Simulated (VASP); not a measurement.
# AlN (F-43m) in VASP: a series of runs

Aim: see how the results for AlN move with the level of theory and the settings. Levels: BHLYP, PBEsol-based global hybrid with 25 % exact exchange. Tasks: single point.

Program: VASP 6.6.1. These are calculated values, not measurements. Logs are shortened: lines on timing, memory, paths and dates and some standing lists are left out, and cuts for length are marked.

## (1) The cell of the first run

It takes space group F-43m (No. 216, cubic). The conventional cell has a = 4.368 Å, b = 4.368 Å, c = 4.368 Å, α = 90.00°, β = 90.00°, γ = 90.00°. Al (site symmetry -43m) has 4 N at 1.89 Å within 2.5 Å. N (site symmetry -43m) has 4 Al at 1.89 Å within 2.5 Å.

## (2) Single point, BHLYP

POSCAR

```
AlN
1.0
    0.0000000000      2.1839935596      2.1839935596
    2.1839935596      0.0000000000      2.1839935596
    2.1839935596      2.1839935596      0.0000000000
Al N
1 1
Direct
    0.0000000000      0.0000000000      0.0000000000
    0.2500000000      0.2500000000      0.2500000000
```

INCAR.step1

```
PREC     = Accurate       # precision mode
ENCUT    = 520            # plane-wave cutoff, eV
EDIFF    = 1E-5           # SCF threshold, eV
ISMEAR   = -1             # smearing method
SIGMA    = 0.05           # smearing width, eV
LREAL    = False          # projectors in reciprocal space
LASPH    = True           # aspherical terms in the spheres
NELM     = 80             # most SCF steps
ALGO     = Normal         # electronic algorithm
ISIF     = 2              # what is computed and relaxed
LWAVE    = True           # write WAVECAR
LCHARG   = False          # write CHGCAR
GGA      = PE             # functional
NBANDS   = 11             # bands
```

INCAR.step2

```
PREC     = Accurate       # precision mode
ENCUT    = 520            # plane-wave cutoff, eV
EDIFF    = 1E-6           # SCF threshold, eV
ISMEAR   = -1             # smearing method
SIGMA    = 0.05           # smearing width, eV
LREAL    = False          # projectors in reciprocal space
LASPH    = True           # aspherical terms in the spheres
NELM     = 80             # most SCF steps
ALGO     = Normal         # electronic algorithm
ISIF     = 2              # what is computed and relaxed
LWAVE    = False          # write WAVECAR
LCHARG   = False          # write CHGCAR
GGA      = B5             # functional
LHFCALC  = True           # exact exchange
AEXX     = 0.5            # exact-exchange fraction
ALDAX    = 0.5          
AGGAX    = 0.5          
AGGAC    = 1.0          
ALDAC    = 0.0          
PRECFOCK = Normal       
ISTART   = 1            
NBANDS   = 11             # bands
```

KPOINTS

```
Automatic mesh
0
Gamma
  6 6 6
```

Potentials or basis: VASP PAW PBE potentials, release 64 (Al, N).

Started as:

```
cat potpaw_PBE.64/Al/POTCAR potpaw_PBE.64/N/POTCAR > POTCAR
cp INCAR.step1 INCAR
mpirun -np 1 vasp_std > vasp.out
cp INCAR.step2 INCAR
mpirun -np 1 vasp_std > vasp.out
```

OUTCAR:

```text
PREC = Accurate
   ENCUT = 520
   EDIFF = 1E-6
   ISMEAR = -1
   LREAL = False
   LASPH = True
   NELM = 80
   ISIF = 2
   GGA = B5
   LHFCALC = True
   AEXX = 0.5
   PRECFOCK = Normal
   ISTART = 1

 ion  position               nearest neighbor table
   1  0.000  0.000  0.000-   2 1.89   2 1.89   2 1.89   2 1.89
   2  0.250  0.250  0.250-   1 1.89   1 1.89   1 1.89   1 1.89

  LATTYP: Found a face centered cubic cell.
 ALAT       =     4.3679871192

  Lattice vectors:

 A1 = (   0.0000000000,   2.1839935596,   2.1839935596)
 A2 = (   2.1839935596,   0.0000000000,   2.1839935596)
 A3 = (   2.1839935596,   2.1839935596,   0.0000000000)

Analysis of symmetry for initial positions (statically):
=====================================================================
 Subroutine PRICEL returns:
 Original cell was already a primitive cell.

 Routine SETGRP: Setting up the symmetry group for a
 face centered cubic supercell.

 Subroutine GETGRP returns: Found 24 space group operations
 (whereof 24 operations were pure point group operations)
 out of a pool of 48 trial point group operations.

The static configuration has the point symmetry T_d .

Analysis of symmetry for dynamics (positions and initial velocities):
=====================================================================
 Subroutine PRICEL returns:
 Original cell was already a primitive cell.

 Routine SETGRP: Setting up the symmetry group for a
 face centered cubic supercell.

 Subroutine GETGRP returns: Found 24 space group operations
 (whereof 24 operations were pure point group operations)
 out of a pool of 48 trial point group operations.

The dynamic configuration has the point symmetry T_d .

 Subroutine INISYM returns: Found 24 space group operations
 (whereof 24 operations are pure point group operations),
 and found     1 'primitive' translations

----------------------------------------------------------------------------------------

                                     Primitive cell

  volume of cell :      20.8345

  direct lattice vectors                    reciprocal lattice vectors
     0.000000000  2.183993560  2.183993560    -0.228938404  0.228938404  0.228938404
     2.183993560  0.000000000  2.183993560     0.228938404 -0.228938404  0.228938404
     2.183993560  2.183993560  0.000000000     0.228938404  0.228938404 -0.228938404

  length of vectors
     3.088633312  3.088633312  3.088633312     0.396532948  0.396532948  0.396532948

  position of ions in fractional coordinates (direct lattice)
     0.000000000  0.000000000  0.000000000
     0.250000000  0.250000000  0.250000000

  ion indices of the primitive-cell ions
   primitive index   ion index
                 1           1
                 2           2

----------------------------------------------------------------------------------------

 KPOINTS: Automatic mesh

Automatic generation of k-mesh.
 Grid dimensions read from file:
 generate k-points for:    6    6    6

 Generating k-lattice:

  Cartesian coordinates                     Fractional coordinates (reciprocal lattice)
    -0.038156401  0.038156401  0.038156401     0.166666667  0.000000000  0.000000000
     0.038156401 -0.038156401  0.038156401     0.000000000  0.166666667  0.000000000
     0.038156401  0.038156401 -0.038156401     0.000000000  0.000000000  0.166666667

  Length of vectors
     0.066088825  0.066088825  0.066088825

  Shift w.r.t. Gamma in fractional coordinates (k-lattice)
     0.000000000  0.000000000  0.000000000

 Subroutine IBZKPT returns following result:
 ===========================================

 Found     16 irreducible k-points:

 Following reciprocal coordinates:
            Coordinates               Weight
  0.000000  0.000000  0.000000      1.000000
  0.166667  0.000000  0.000000      8.000000
  0.333333  0.000000  0.000000      8.000000
  0.500000  0.000000  0.000000      4.000000
  0.166667  0.166667  0.000000      6.000000
  0.333333  0.166667  0.000000     24.000000
[... 8 lines left out ...]
 -0.333333  0.333333  0.166667     24.000000
 -0.333333  0.500000  0.166667     12.000000
   k-points           NKPTS =     16   k-points in BZ     NKDIM =    216   number of bands    NBANDS=     11
   number of dos      NEDOS =    301   number of ions     NIONS =      2
   total plane-waves  NPLWV =  13824
   dimension x,y,z NGX =    24 NGY =   24 NGZ =   24
   dimension x,y,z NGXF=    48 NGYF=   48 NGZF=   48
   ions per type =               1   1
   NGX,Y,Z   is equivalent  to a cutoff of  12.92, 12.92, 12.92 a.u.
   NGXF,Y,Z  is equivalent  to a cutoff of  25.84, 25.84, 25.84 a.u.
 SYSTEM =  unknown system
   PREC   = accura    normal or accurate (medium, high low for compatibility)
   ISTART =      1    job   : 0-new  1-cont  2-samecut
   ICHARG =      0    charge: 1-file 2-atom 10-const
   ISPIN  =      1    spin polarized calculation?
   LNONCOLLINEAR =      F non collinear calculations
   LSORBIT =      F    spin-orbit coupling
   LASPH  =      T    aspherical Exc in radial PAW
   ENCUT  =  520.0 eV  38.22 Ry    6.18 a.u.   5.74  5.74  5.74*2*pi/ulx,y,z
   NELM   =     80;   NELMIN=  2; NELMDL=  0     # of ELM steps
   EDIFF  = 0.1E-05   stopping-criterion for ELM
   LREAL  =      F    real-space projection
   EDIFFG = 0.1E-04   stopping-criterion for IOM
   NSW    =      0    number of steps for IOM
   IBRION =     -1    ionic relax: 0-MD 1-quasi-New 2-CG
   NFREE  =      0    steps in history (QN), initial steepest desc. (CG)
   ISIF   =      2    stress and relaxation
   ISYM   =      3    0-nonsym 1-usesym 2-fastsym
   POTIM  = 0.5000    time-step for ionic-motion
   TEBEG  =    0.0;   TEEND  =   0.0 temperature during run
   PSTRESS=    0.0 pullay stress
   NELECT =       8.0000    total number of electrons
   NUPDOWN=      -1.0000    fix difference up-down
   EMIN   =  10.00;   EMAX   =-10.00  energy-range for DOS
   EFERMI =   0.00;   METHOD = LEGACY
   ISMEAR =    -1;   SIGMA  =   0.05  broadening in eV -4-tet -1-fermi 0-gaus
   EFERMI_NEDOS =   21; number of points for ismear=-14 and -15
   IALGO  =     38    algorithm
   IMIX   =      1    mixing-type and parameters
     AMIX     =   0.40;   BMIX     =  1.00
     AMIX_MAG =   1.60;   BMIX_MAG =  1.00
  volume/ion in A,a.u.               =      10.42        70.30
  Fermi-wavevector in a.u.,A,eV,Ry     =   1.189899  2.248583 19.263943  1.415860
  Thomas-Fermi vector in A             =   2.325996
   LORBIT       =      0    0 simple, 1 ext, 2 COOP (PROOUT), +10 PAW based schemes
   GGA     = B5    functional components
   LHFCALC =     T    Hartree Fock is set to
   PRECFOCK=normal    Normal, Fast or Accurate (Low or Medium for compatibility)
   ENCUT4O =  -1.0   cutoff for four orbital integrals eV
   NKREDX  =     1    reduce k-point grid by
   NKREDY  =     1    reduce k-point grid by
   NKREDZ  =     1    reduce k-point grid by
   AEXX    =    0.5000 exact exchange contribution
   HFSCREEN=    0.0000 screening length (either q_TF or 0.3 A-1)
   HFSCREENC=   0.0000 screening length for correlation (either q_TF or 0.3 A-1)
   ENCUTFOCK=  -1.0 apply spherical cutoff to Coloumb kernel
   IVDW    =     0    specifies the selected vdW correction
   LEPSILON=     F    determine dielectric tensor
   LRPA    =     F    only Hartree local field effects (RPA)
 non-spin polarized calculation
  energy-cutoff  :      520.00
  volume of cell :       20.83
 maximum number of plane-waves:       568
  NGX = 18; NGY = 18; NGZ = 18

 number of electron       8.0000000 magnetization

 Free energy of the ion-electron system (eV)
  ---------------------------------------------------
  ext. energy  EPLUGINS =         0.00000000
  ---------------------------------------------------
  free energy    TOTEN  =       -21.03302734 eV

  energy without entropy =      -21.03302734  energy(sigma->0) =      -21.03302734

 E-fermi :   4.7945     XC(G=0):  -5.6899

 val. band max:        3.6597887415   @ k =   0.0000   0.0000   0.0000
 cond. band min:      11.4321897432   @ k =   0.5000   0.5000   0.0000
 fundamental gap:      7.7724010017
 Fermi energy:         4.7944906868

 k-point     1 :       0.0000    0.0000    0.0000
  band No.  band energies     occupation
      1     -14.2399      2.00000
      2       3.6598      2.00000
      3       3.6598      2.00000
      4       3.6598      2.00000
      5      12.4540      0.00000
      6      21.2877      0.00000
      7      21.2877      0.00000
      8      21.2877      0.00000
      9      26.9455      0.00000
     10      26.9455      0.00000
     11      28.4304      0.00000

 k-point     2 :       0.1667    0.0000    0.0000
  band No.  band energies     occupation
      1     -13.7881      2.00000
      2       1.6194      2.00000
      3       3.4979      2.00000
      4       3.4979      2.00000
      5      13.9753      0.00000
      6      20.4016      0.00000
      7      21.5182      0.00000
      8      21.5182      0.00000
      9      24.9583      0.00000
     10      24.9583      0.00000
     11      26.8193      0.00000

 k-point     3 :       0.3333    0.0000    0.0000
  band No.  band energies     occupation
      1     -12.6760      2.00000
      2      -1.5636      2.00000
      3       3.2033      2.00000
      4       3.2033      2.00000
      5      15.4892      0.00000
      6      19.3536      0.00000
      7      20.4557      0.00000
      8      20.4557      0.00000
      9      26.5192      0.00000
     10      26.8049      0.00000
     11      26.8049      0.00000

 k-point     4 :       0.5000    0.0000    0.0000
  band No.  band energies     occupation
      1     -11.9385      2.00000
      2      -3.0937      2.00000
      3       3.0693      2.00000
      4       3.0693      2.00000
      5      15.7896      0.00000
      6      18.9656      0.00000
      7      19.8116      0.00000
      8      19.8116      0.00000
      9      27.3321      0.00000
     10      29.7893      0.00000
     11      29.7893      0.00000
[... 127 lines left out ...]
 k-point    14 :       0.5000    0.3333    0.1667
  band No.  band energies     occupation
      1     -11.8847      2.00000
      2      -1.3025      2.00000
      3       0.9567      2.00000
      4       2.2531      2.00000
      5      14.8807      0.00000
      6      19.1871      0.00000
      7      19.6770      0.00000
      8      22.6655      0.00000
      9      25.0380      0.00000
     10      29.5227      0.00000
     11      32.7134      0.00000

 k-point    15 :      -0.3333    0.3333    0.1667
  band No.  band energies     occupation
      1     -11.3714      2.00000
      2      -1.6752      2.00000
      3       0.2498      2.00000
      4       1.7812      2.00000
      5      14.9409      0.00000
      6      18.7954      0.00000
      7      21.1143      0.00000
      8      22.2064      0.00000
      9      26.1280      0.00000
     10      28.0568      0.00000
     11      33.7351      0.00000

 k-point    16 :      -0.3333    0.5000    0.1667
  band No.  band energies     occupation
      1     -11.1672      2.00000
      2      -1.3956      2.00000
      3       0.4226      2.00000
      4       0.8767      2.00000
      5      13.5148      0.00000
      6      18.9489      0.00000
      7      22.0629      0.00000
      8      22.3475      0.00000
      9      26.1123      0.00000
     10      29.7615      0.00000
     11      34.5645      0.00000

------------------------ aborting loop because EDIFF is reached ----------------------------------------

  FORCE on cell =-STRESS in cart. coord.  units (eV):
  Direction    XX          YY          ZZ          XY          YZ          ZX
  --------------------------------------------------------------------------------------
  -------------------------------------------------------------------------------------
  Total       -0.3164281     -0.3164281     -0.3164281     -0.0000000      0.0000000     -0.0000000
  in kB      -24.3333296    -24.3333296    -24.3333296     -0.0000000      0.0000000     -0.0000000
  external PRESSURE =     -24.3333296 kB  Pullay stress =       0.0000000 kB

 VOLUME and BASIS-vectors are now :
 -----------------------------------------------------------------------------
  energy-cutoff  :      520.00
  volume of cell :       20.83
      direct lattice vectors                 reciprocal lattice vectors
     0.000000000  2.183993560  2.183993560    -0.228938404  0.228938404  0.228938404
     2.183993560  0.000000000  2.183993560     0.228938404 -0.228938404  0.228938404
     2.183993560  2.183993560  0.000000000     0.228938404  0.228938404 -0.228938404

 POSITION                                       TOTAL-FORCE (eV/Angst)
 -----------------------------------------------------------------------------------
      0.00000      0.00000      0.00000        -0.000000     -0.000000     -0.000000
      1.09200      1.09200      1.09200         0.000000      0.000000      0.000000
 -----------------------------------------------------------------------------------
    total drift:                                0.000000     -0.000000     -0.000000

  FREE ENERGIE OF THE ION-ELECTRON SYSTEM (eV)
  ---------------------------------------------------
  free  energy   TOTEN  =       -21.0330273369 eV

  energy  without entropy=      -21.0330273369  energy(sigma->0) =      -21.03302734
```

Wall time 6.5 min (1 thread of Intel Xeon Platinum 8375C at 2.90GHz (Ice Lake), shared host); peak memory 0.14 GiB.

Results:

* Free energy: -21.0330 eV
* Pressure: -2.4 GPa
* Band gap on the k mesh: 7.77 eV (least direct gap 8.79 eV)

Caveat: the PAW data sets were made with another functional, which shifts forces and pressure a little.

(Continued in part 2 of 2.)
